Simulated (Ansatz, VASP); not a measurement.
NiO in VASP and in Ansatz

```
CELL_PARAMETERS angstrom
0.00000 2.09131 2.09131
2.09131 0.00000 2.09131
2.09131 2.09131 0.00000
ATOMIC_POSITIONS crystal
Ni 0.00000 0.00000 0.00000
O 0.50000 0.50000 0.50000
```

Alike in both runs: functional PBE; k mesh 11 × 11 × 11; occupations fermi-dirac, width 0.05 eV; collinear spin; Hubbard terms Ni d U = 4.0 eV.

|  | VASP | Ansatz |
| --- | --- | --- |
| version | VASP 6.6.1 | Ansatz 0.2.0 |
| potentials or method | VASP PAW PBE potentials, release 64 (Ni, O) | Ansatz PAW |
| plane-wave cutoff (eV) | 520 | 420 |
| valence electrons in the cell | 16 | 24 |
| task | single point | band structure |

|  | VASP | Ansatz | Ansatz less VASP |
| --- | --- | --- | --- |
| gap on the k mesh at the Fermi level (eV) | 1.40 | 1.27 | -0.132 |
| least direct gap on the mesh (eV) | 2.16 | 2.04 | -0.117 |
| pressure (GPa) | 4.2 | 10.5 | +6.32 |
| net moment per atom (μB) | 1.00 | 1.00 | 0.000 |
| size of the moment on the site where the two differ most (μB) | 1.75 | 1.68 | -0.072 |

Site moments also hang on the region over which each program counts them. The programs project onto different local orbitals, so the same U acts differently, and such runs can settle in different states. VASP's potentials hold 16 valence electrons a cell and Ansatz's 24, so a difference there can come from the potentials and not from the codes.

Noted on Ansatz's run: the magnetic or orbital state may not be the lowest.
